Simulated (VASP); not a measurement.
Runs of VASP 6.6.1 on Mg. The structure is that of space group I4/mmm (No. 139), or close to it. The cells are those of the table. 

```csv
level,potentials or basis,cell,cutoff (eV),smearing,gap on the mesh (eV),pressure (GPa)
r2SCAN,"VASP PAW PBE potentials, release 64 (Mg_sv)","a = 3.050 Å, angles 107.2, 107.2, 114.2°, 1 atom",920,gaussian 0.01 eV,none,1.8
r2SCAN,"VASP PAW PBE potentials, release 64 (Mg_sv)","a = 3.029 Å, angles 107.2, 107.2, 114.2°, 1 atom",920,gaussian 0.01 eV,none,2.7
LDA,"VASP PAW LDA potentials, release 64 (Mg_sv)","a = 3.029 Å, angles 107.2, 107.2, 114.2°, 1 atom",840,fermi-dirac 0.05 eV,none,0.1
r2SCAN,"VASP PAW PBE potentials, release 64 (Mg_sv)","a = 3.072 Å, angles 107.2, 107.2, 114.2°, 1 atom",920,gaussian 0.01 eV,none,(a)
LDA,"VASP PAW LDA potentials, release 64 (Mg_sv)","a = 3.050 Å, angles 107.2, 107.2, 114.2°, 1 atom",840,fermi-dirac 0.05 eV,none,(b)
```

Alike in all rows: task single point; no spin polarisation; k mesh 11 × 11 × 11.

Task: Fill in the values left out.

Result: (a) 0.9; (b) -0.8.

Caveats: the PAW data sets were made with another functional, which shifts forces and pressure a little (at least some runs).

A gap of «none» marks levels without a gap at the run's occupations.
